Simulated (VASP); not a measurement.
Runs of VASP 6.6.1 on BeSn3. The structure is that of space group Pm-3m (No. 221), or close to it. The cells are those of the table. 

```csv
task,cell,k mesh,cutoff (eV),gap on the mesh (eV),pressure (GPa),relaxed volume (Å³/atom)
single point,"a = 4.359 Å, 4 atoms",4 × 4 × 4,520,none,(a),-
relaxation of cell and atoms,"relaxed from a = 4.359 Å, 4 atoms",4 × 4 × 4,600,none,0.1,23.49
single point,"a = 4.555 Å, 4 atoms",4 × 4 × 4,520,none,(b),-
single point,"a = 4.567 Å, 4 atoms",10 × 10 × 10,520,none,0.0,-
relaxation of cell and atoms,"relaxed from a = 4.555 Å, 4 atoms",10 × 10 × 10,600,none,-0.1,23.83
```

Alike in all rows: level PBE; potentials or basis VASP PAW PBE potentials, release 64 (Be, Sn_d); no spin polarisation; smearing gaussian 0.1 eV.

Fill in the values left out.

(a) 9.5; (b) -0.2.

Caveats: some runs use coarse meshes; spin-orbit coupling is left out, which moves the levels of the heavy elements.

A k mesh can miss the band edges, and the runs leave out spin-orbit coupling on Sn.

A gap of «none» marks levels without a gap at the run's occupations.
